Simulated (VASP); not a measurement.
Set up this calculation in VASP 6.6.1, as the native input.

* Task: single point
* Functional: LDA
* Potentials or basis: VASP PAW LDA potentials, release 64 (Ti_sv, O)
* Cutoff: 600 eV
* k mesh: 9 × 6 × 4
* Occupations: fermi-dirac, width 0.05 eV
* Spin: no spin polarisation
* Hubbard terms: Ti d U = 3.0 eV
* Dipole correction: no
* Further INCAR settings: ALGO = Normal; EDIFF = 1e-06; NBANDS = 46

The structure of TiO2 lies in POSCAR:

```
TiO2
1.0
    2.9529065803     -0.0000692860      0.0001271288
    0.0000971206      4.6378886676     -0.0253732010
    1.4761912722      0.2005509725      7.0323022151
Ti O
3 6
Direct
    0.0037028951      0.0003764666      0.0007018510
    0.3455407464      0.4863969857      0.3170714596
    0.6618472993      0.5143540318      0.6843322818
    0.4409867004      0.1904080123      0.1259885444
    0.7795990544      0.2994597523      0.4487689755
    0.1022593497      0.3029623639      0.8034281115
    0.9049814233      0.6977903157      0.1979807124
    0.2276648672      0.7012932650      0.5526402984
    0.5662686543      0.8103458167      0.8754207555
```

One way to write it, as run:

INCAR

```
SYSTEM = TiO2
PREC     = Accurate       ! precision mode
ENCUT    = 600            ! plane-wave cutoff, eV
EDIFF    = 1E-6           ! SCF threshold, eV
ISMEAR   = -1             ! smearing method
SIGMA    = 0.05           ! smearing width, eV
LREAL    = .False.        ! projectors in reciprocal space
LASPH    = .True.         ! aspherical terms in the spheres
NELM     = 200            ! most SCF steps
ALGO     = Normal         ! electronic algorithm
ISIF     = 2              ! what is computed and relaxed
LWAVE    = .False.        ! write WAVECAR
LCHARG   = .True.         ! write CHGCAR
LMAXMIX  = 4              ! l up to which the mixer works
LDAU     = .True.         ! DFT+U
LDAUTYPE = 2            
LDAUL    = 2 -1           ! shell
LDAUU    = 3 0            ! U, eV
LDAUJ    = 0 0          
LDAUPRINT= 1            
LELF     = .True.         ! ELF
LVHAR    = .True.       
NBANDS   = 46             ! bands
GGA_COMPAT= .False.
```

KPOINTS

```
Automatic mesh
0
Gamma
  9 6 4
  0 0 0
```

Potentials or basis: VASP PAW LDA potentials, release 64 (Ti_sv, O).

Run with:

```console
$ cat potpaw_LDA.64/Ti_sv/POTCAR potpaw_LDA.64/O/POTCAR > POTCAR
$ mpirun -np 1 vasp_std > vasp.out
```

It gave:

The pressure is 4.1 GPa, the largest force is 0.390 eV/Å and the band gap on the k mesh is 2.65 eV (least direct gap 2.71 eV).

Caveat: the cell stands under pressure; an odd mesh through Γ misses points on the zone boundary, where band edges can lie.

It took 5 min on 1 thread of Intel(R) Xeon(R) 6975P-C (Granite Rapids), on a shared host, peak memory 0.51 GiB.
